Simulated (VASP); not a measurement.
Wanted: the native input for a VASP 6.6.1 run.

| Property | Result |
| --- | --- |
| Task | single point |
| Functional | PBE |
| Potentials or basis | VASP PAW PBE potentials, release 64 (Mg, O) |
| Cutoff | 600 eV |
| k mesh | 8 × 8 × 8 |
| Occupations | gaussian, width 0.05 eV |
| Spin | no spin polarisation |
| Dipole correction | no |
| Further INCAR settings | ALGO = Normal; EDIFF = 1e-06; NBANDS = 11 |

The structure of MgO lies in POSCAR:

```
MgO
1.0
    2.5457230900      0.0000000000      0.0000000000
    0.0000000000      2.5457230900      0.0000000000
    0.0000000000      0.0000000000      2.5457230900
Mg O
1 1
Direct
    0.0000000000      0.0000000000      0.0000000000
    0.5000000000      0.5000000000      0.5000000000
```

One way to write it, as run:

INCAR

```
SYSTEM = MgO
ALGO = Normal
EDIFF = 1E-6
ENCUT = 600
GGA = PE
GGA_COMPAT = .FALSE.
ISIF = 2
ISMEAR = 0
LASPH = .TRUE.
LCHARG = .FALSE.
LREAL = .FALSE.
LWAVE = .FALSE.
NBANDS = 11
NELM = 120
PREC = Accurate
SIGMA = 0.05
```

KPOINTS

```
k-points
0
G
  8 8 8
  0 0 0
```

Potentials or basis: VASP PAW PBE potentials, release 64 (Mg, O).

Run with:

```console
$ cat potpaw_PBE.64/Mg/POTCAR potpaw_PBE.64/O/POTCAR > POTCAR
$ mpirun -np 1 vasp_std > vasp.out
```

It gave:

```
Pressure               : 22.8 GPa
Band gap on the k mesh : 3.52 eV, indirect (least direct gap 4.65 eV)
```

Wall time 11 s on 1 thread of Intel Xeon 8259CL (shared host), peak memory 0.13 GiB.
